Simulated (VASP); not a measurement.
# Ti (Fm-3m) in VASP: a series of runs

Ti is run at these levels: BLYP; tasks: single point.

All numbers are computed with VASP 6.6.1; they aren't measurements. Logs are shortened: lines on timing, memory, paths and dates and some standing lists are left out, and cuts for length are marked.

## 1. The cell of the first run

Symmetry: Fm-3m, No. 225, cubic system. Conventional cell: a = 4.091 Å, b = 4.091 Å, c = 4.091 Å, α = 90.00°, β = 90.00°, γ = 90.00°. Ti (site symmetry m-3m) has 12 Ti at 2.89 Å within 3.8 Å.

## 2. Single point, BLYP (volume scaled by 0.96)

Contents of INCAR:

```
PREC     = Accurate       # precision mode
ENCUT    = 520            # plane-wave cutoff, eV
EDIFF    = 1E-6           # SCF threshold, eV
ISMEAR   = -1             # smearing method
SIGMA    = 0.1            # smearing width, eV
LREAL    = False          # projectors in reciprocal space
LASPH    = True           # aspherical terms in the spheres
NELM     = 100            # most SCF steps
ALGO     = Normal         # electronic algorithm
ISIF     = 2              # what is computed and relaxed
LWAVE    = False          # write WAVECAR
LCHARG   = True           # write CHGCAR
GGA      = B5             # functional
ALDAX    = 1.0          
AGGAX    = 1.0          
AGGAC    = 1.0          
ALDAC    = 0.0          
LELF     = True           # ELF
LVHAR    = True         
NBANDS   = 12             # bands
```

Contents of KPOINTS:

```
Automatic mesh
0
Gamma
  15 15 15
```

Contents of POSCAR:

```
Ti
1.0
    0.0000000000      2.0452657550      2.0452657550
    2.0452657550      0.0000000000      2.0452657550
    2.0452657550      2.0452657550      0.0000000000
Ti
1
Direct
    0.0000000000      0.0000000000      0.0000000000
```

Potentials or basis: VASP PAW PBE potentials, release 64 (Ti_sv).

Run with:

```sh
> cat potpaw_PBE.64/Ti_sv/POTCAR > POTCAR
> mpirun -np 1 vasp_std > vasp.out
```

OUTCAR:

```text
PREC = Accurate
   ENCUT = 520
   EDIFF = 1E-6
   ISMEAR = -1
   LREAL = False
   LASPH = True
   NELM = 100
   ISIF = 2
   GGA = B5

 ion  position               nearest neighbor table
   1  0.000  0.000  0.000-

  LATTYP: Found a face centered cubic cell.
 ALAT       =     4.0905315100

  Lattice vectors:

 A1 = (   0.0000000000,   2.0452657550,   2.0452657550)
 A2 = (   2.0452657550,   0.0000000000,   2.0452657550)
 A3 = (   2.0452657550,   2.0452657550,   0.0000000000)

Analysis of symmetry for initial positions (statically):
=====================================================================
 Subroutine PRICEL returns:
 Original cell was already a primitive cell.

 Routine SETGRP: Setting up the symmetry group for a
 face centered cubic supercell.

 Subroutine GETGRP returns: Found 48 space group operations
 (whereof 48 operations were pure point group operations)
 out of a pool of 48 trial point group operations.

The static configuration has the point symmetry O_h .

Analysis of symmetry for dynamics (positions and initial velocities):
=====================================================================
 Subroutine PRICEL returns:
 Original cell was already a primitive cell.

 Routine SETGRP: Setting up the symmetry group for a
 face centered cubic supercell.

 Subroutine GETGRP returns: Found 48 space group operations
 (whereof 48 operations were pure point group operations)
 out of a pool of 48 trial point group operations.

The dynamic configuration has the point symmetry O_h .

 Subroutine INISYM returns: Found 48 space group operations
 (whereof 48 operations are pure point group operations),
 and found     1 'primitive' translations

----------------------------------------------------------------------------------------

                                     Primitive cell

  volume of cell :      17.1112

  direct lattice vectors                    reciprocal lattice vectors
     0.000000000  2.045265755  2.045265755    -0.244467008  0.244467008  0.244467008
     2.045265755  0.000000000  2.045265755     0.244467008 -0.244467008  0.244467008
     2.045265755  2.045265755  0.000000000     0.244467008  0.244467008 -0.244467008

  length of vectors
     2.892442569  2.892442569  2.892442569     0.423429279  0.423429279  0.423429279

  position of ions in fractional coordinates (direct lattice)
     0.000000000  0.000000000  0.000000000

  ion indices of the primitive-cell ions
[... 75 lines left out ...]
   LREAL  =      F    real-space projection
   EDIFFG = 0.1E-04   stopping-criterion for IOM
   NSW    =      0    number of steps for IOM
   IBRION =     -1    ionic relax: 0-MD 1-quasi-New 2-CG
   NFREE  =      0    steps in history (QN), initial steepest desc. (CG)
   ISIF   =      2    stress and relaxation
   ISYM   =      2    0-nonsym 1-usesym 2-fastsym
   POTIM  = 0.5000    time-step for ionic-motion
   TEBEG  =    0.0;   TEEND  =   0.0 temperature during run
   PSTRESS=    0.0 pullay stress
   NELECT =      12.0000    total number of electrons
   NUPDOWN=      -1.0000    fix difference up-down
   EMIN   =  10.00;   EMAX   =-10.00  energy-range for DOS
   EFERMI =   0.00;   METHOD = LEGACY
   ISMEAR =    -1;   SIGMA  =   0.10  broadening in eV -4-tet -1-fermi 0-gaus
   EFERMI_NEDOS =   21; number of points for ismear=-14 and -15
   IALGO  =     38    algorithm
   IMIX   =      4    mixing-type and parameters
     AMIX     =   0.40;   BMIX     =  1.00
     AMIX_MAG =   1.60;   BMIX_MAG =  1.00
  volume/ion in A,a.u.               =      17.11       115.47
  Fermi-wavevector in a.u.,A,eV,Ry     =   1.454484  2.748575 28.783432  2.115523
  Thomas-Fermi vector in A             =   2.571629
   LORBIT       =      0    0 simple, 1 ext, 2 COOP (PROOUT), +10 PAW based schemes
   GGA     = B5    functional components
   LHFCALC =     F    Hartree Fock is set to
   AEXX    =    0.0000 exact exchange contribution
   IVDW    =     0    specifies the selected vdW correction
   LEPSILON=     F    determine dielectric tensor
   LRPA    =     F    only Hartree local field effects (RPA)
 non-spin polarized calculation
  energy-cutoff  :      520.00
  volume of cell :       17.11
 maximum number of plane-waves:       477
 NGX is ok and might be reduce to    24
   NGX = 11   NGY = 11   NGZ = 11

 number of electron      12.0000003 magnetization

 Free energy of the ion-electron system (eV)
  ---------------------------------------------------
  ext. energy  EPLUGINS =         0.00000000
  ---------------------------------------------------
  free energy    TOTEN  =        -6.73350660 eV

  energy without entropy =       -6.67630382  energy(sigma->0) =       -6.70490521

 E-fermi :   8.8460     XC(G=0): -11.0302

 val. band max:        8.8332518132   @ k =   0.2667   0.1333   0.0667
 cond. band min:       8.8582599451   @ k =  -0.4000   0.3333   0.1333
 fundamental gap:      0.0250081319
 Fermi energy:         8.8459711567

 k-point     1 :       0.0000    0.0000    0.0000
  band No.  band energies     occupation
      1     -47.6175      2.00000
      2     -23.6256      2.00000
      3     -23.6256      2.00000
      4     -23.6256      2.00000
      5       2.9086      2.00000
      6       9.6529      0.00063
      7       9.6529      0.00063
      8       9.6529      0.00063
      9      11.3121      0.00000
     10      11.3121      0.00000
     11      24.2992      0.00000
     12      28.8930      0.00000
[... 331 lines left out ...]
 k-point    24 :       0.2000    0.1333    0.0000
  band No.  band energies     occupation
      1     -47.5709      2.00000
      2     -23.8270      2.00000
      3     -23.6880      2.00000
      4     -23.6824      2.00000
      5       4.1370      2.00000
      6       8.8703      0.87891
      7      10.1032      0.00001
      8      10.1665      0.00000
      9      10.6695      0.00000
     10      11.5643      0.00000
     11      24.7867      0.00000
     12      25.5555      0.00000

 [... further k-points ...]
[... 5 lines left out ...]
  --------------------------------------------------------------------------------------
  -------------------------------------------------------------------------------------
  Total        0.4671506      0.4671506      0.4671506      0.0000000     -0.0000000      0.0000000
  in kB       43.7409518     43.7409518     43.7409518      0.0000000     -0.0000000      0.0000000
  external PRESSURE =      43.7409518 kB  Pullay stress =       0.0000000 kB

 VOLUME and BASIS-vectors are now :
 -----------------------------------------------------------------------------
  energy-cutoff  :      520.00
  volume of cell :       17.11
      direct lattice vectors                 reciprocal lattice vectors
     0.000000000  2.045265755  2.045265755    -0.244467008  0.244467008  0.244467008
     2.045265755  0.000000000  2.045265755     0.244467008 -0.244467008  0.244467008
     2.045265755  2.045265755  0.000000000     0.244467008  0.244467008 -0.244467008

 POSITION                                       TOTAL-FORCE (eV/Angst)
 -----------------------------------------------------------------------------------
      0.00000      0.00000      0.00000        -0.000000     -0.000000      0.000000
 -----------------------------------------------------------------------------------
    total drift:                                0.000000      0.000000     -0.000000

  FREE ENERGIE OF THE ION-ELECTRON SYSTEM (eV)
  ---------------------------------------------------
  free  energy   TOTEN  =        -6.7335066005 eV

  energy  without entropy=       -6.6763038156  energy(sigma->0) =       -6.70490521
```

Run time: 27 s. Hardware: 1 thread of Intel Xeon 8259CL, shared host; peak memory 0.15 GiB.

Results:

| Item | Value |
| --- | --- |
| Free energy | -6.7335 eV |
| Pressure | 4.4 GPa |
| Band gap on the k mesh | zero (band 6 reaches 9.65 eV, above the bottom of band 7 at 8.56 eV) |

Caveat: the cell differs from its parent crystal (volume scaled by 0.96); the PAW data sets were made with another functional, which shifts forces and pressure a little.

## 3. Single point, BLYP

This run uses another cell than the first one, of 17.82 Å³/atom, 1.042 times its volume.

Contents of INCAR:

```
PREC = Accurate
ENCUT = 520
EDIFF = 1E-6
ISMEAR = -1
SIGMA = 0.1
LREAL = F
LASPH = T
NELM = 80
ALGO = Normal
ISIF = 2
LWAVE = F
LCHARG = F
GGA = B5
ALDAX = 1.0
AGGAX = 1.0
AGGAC = 1.0
ALDAC = 0.0
NBANDS = 12
```

KPOINTS is that of step 2.

Contents of POSCAR:

```
Ti
1.0
    0.0000000000      2.0732865761      2.0732865761
    2.0732865761      0.0000000000      2.0732865761
    2.0732865761      2.0732865761      0.0000000000
Ti
1
Direct
    0.0000000000      0.0000000000      0.0000000000
```

Potentials or basis: VASP PAW PBE potentials, release 64 (Ti_sv).

Run with:

```sh
> cat potpaw_PBE.64/Ti_sv/POTCAR > POTCAR
> mpirun -np 1 vasp_std > vasp.out
```

It took 31 s on 1 thread of Intel Xeon 8259CL, shared host; peak memory 0.15 GiB.

Results (log left out):

```
Free energy            : -6.7432 eV
Pressure               : 0.0 GPa
Band gap on the k mesh : zero (band 6 reaches 9.19 eV, above the bottom of band 7 at 8.14 eV)
```

Levels at points of the mesh, in eV from the Fermi level:
```csv
k point,band 4,band 5,band 6,band 7,band 8,band 9
"(0.00, 0.00, 0.00)",-32.58,-5.85,0.78,0.78,0.78,2.35
```

Caveat: the PAW data sets were made with another functional, which shifts forces and pressure a little.
